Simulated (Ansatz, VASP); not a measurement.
Two plane-wave programs on Al3Cu

```
Al Cu
1.0
     3.84983    0.00000    0.00000
     0.00000    3.84983    0.00000
     0.00000    0.00000    3.84983
Al Cu
3 1
Direct
  0.00000 0.50000 0.50000
  0.50000 0.00000 0.50000
  0.50000 0.50000 0.00000
  0.00000 0.00000 0.00000
```

Alike in both runs: task single point; functional r2SCAN; k mesh 12 × 12 × 12; occupations gaussian, width 0.1 eV; no spin polarisation.

```csv
,VASP,Ansatz
version,VASP 6.6.1,Ansatz 0.2.0
potentials or method,"VASP PAW PBE potentials, release 64 (Al, Cu), cutoff 520 eV","scalar-relativistic, plane waves, PAW"
valence electrons in the cell,20,28
```

```tsv
	VASP	Ansatz	Ansatz less VASP
gap on the k mesh at the Fermi level (eV)	none	none	-
pressure (GPa)	3.2	3.4	+0.18
```

VASP's potentials were made for PBE, not for r2SCAN. A gap of «none» marks a metal or a gap that the smearing closes. VASP's potentials hold 20 valence electrons a cell and Ansatz's 28, so a difference there can come from the potentials and not from the codes.
